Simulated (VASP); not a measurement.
Here is a VASP 6.6.1 calculation.

The input INCAR:

```
SYSTEM = Ir
ALGO = Normal ; EDIFF = 1E-6
ENCUT = 520 ; GGA = PS
ISIF = 2 ; ISMEAR = -1
LASPH = .TRUE. ; LCHARG = .TRUE.
LELF = .TRUE. ; LREAL = .FALSE.
LVHAR = .TRUE. ; LWAVE = .FALSE.
NBANDS = 16 ; NELM = 80
PREC = Accurate ; SIGMA = 0.05
```

File KPOINTS:

```
k-points
0
G
  3 13 4
  0 0 0
```

Contents of POSCAR:

```
Ir
1.0
   12.0309883940      0.0000000000      0.0000000000
    0.0000000000      2.1955679398      0.0000000000
    0.0000000000      0.0000000000      7.0710611889
Ir
2
Direct
    0.2500000000      0.0000000000      0.1639900000
    0.7500000000      0.0000000000      0.8360100000
```

Potentials or basis: VASP PAW PBE potentials, release 64 (Ir).

The run is started by

```sh
$ cat potpaw_PBE.64/Ir/POTCAR > POTCAR
$ mpirun -np 1 vasp_std > vasp.out
```

Q: Predict the band gap on the k mesh.

A: Zero (bands 9 and 10 overlap by 3.62 eV).

Q: Estimate the pressure.

A: 1.5 GPa.

Stress tensor (GPa, compression positive):
```
-0.03  0.00  0.00
 0.00  4.59  0.00
 0.00  0.00 -0.02
```

Caveat: the PAW data sets were made with another functional, which shifts forces and pressure a little; spin-orbit coupling is left out, which moves the levels of the heavy elements.
